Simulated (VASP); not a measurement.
A run of VASP 6.6.1 is set up as follows.

Contents of INCAR:

```
SYSTEM = ZrPb2O4
PREC = Accurate
ENCUT = 520
EDIFF = 1E-7
ISMEAR = 0
SIGMA = 0.15
LREAL = .FALSE.
LASPH = .TRUE.
NELM = 80
ALGO = Normal
ISIF = 2
LWAVE = .FALSE.
LCHARG = .TRUE.
GGA = PE
LELF = .TRUE.
LVHAR = .TRUE.
NBANDS = 41
```

Contents of KPOINTS:

```
regular mesh
0
G
  3 3 2
  0 0 0
```

Contents of POSCAR:

```
ZrPb2O4
1.0
    5.3455150703      0.0000000000      0.0000000000
    0.0000000000      5.3455150703      0.0000000000
    0.0000000000      0.0000000000      6.0810529654
Zr Pb O
1 2 4
Direct
    0.5000000000      0.5000000000      0.0000000000
    0.0000000000      0.0000000000      0.7402435123
    0.0000000000      0.0000000000      0.2597564877
    0.8721164241      0.5000000000      0.0000000000
    0.1278835759      0.5000000000      0.0000000000
    0.5000000000      0.8721164241      0.0000000000
    0.5000000000      0.1278835759      0.0000000000
```

Potentials or basis: VASP PAW PBE potentials, release 64 (Zr_sv, Pb_d, O).

Run with:

```bash
$ cat potpaw_PBE.64/Zr_sv/POTCAR potpaw_PBE.64/Pb_d/POTCAR potpaw_PBE.64/O/POTCAR > POTCAR
$ mpirun -np 1 vasp_std > vasp.out
```

(1) What does it give for the pressure?

(2) What does it give for the band gap on the k mesh?

Answers

(1) 0.3 GPa.

(2) zero (bands 32 and 33 overlap by 0.93 eV).

Caveat: the k points lie up to 0.52 Å⁻¹ apart, too coarse for converged energies and pressures of a metal; spin-orbit coupling is left out, which moves the levels of the heavy elements.
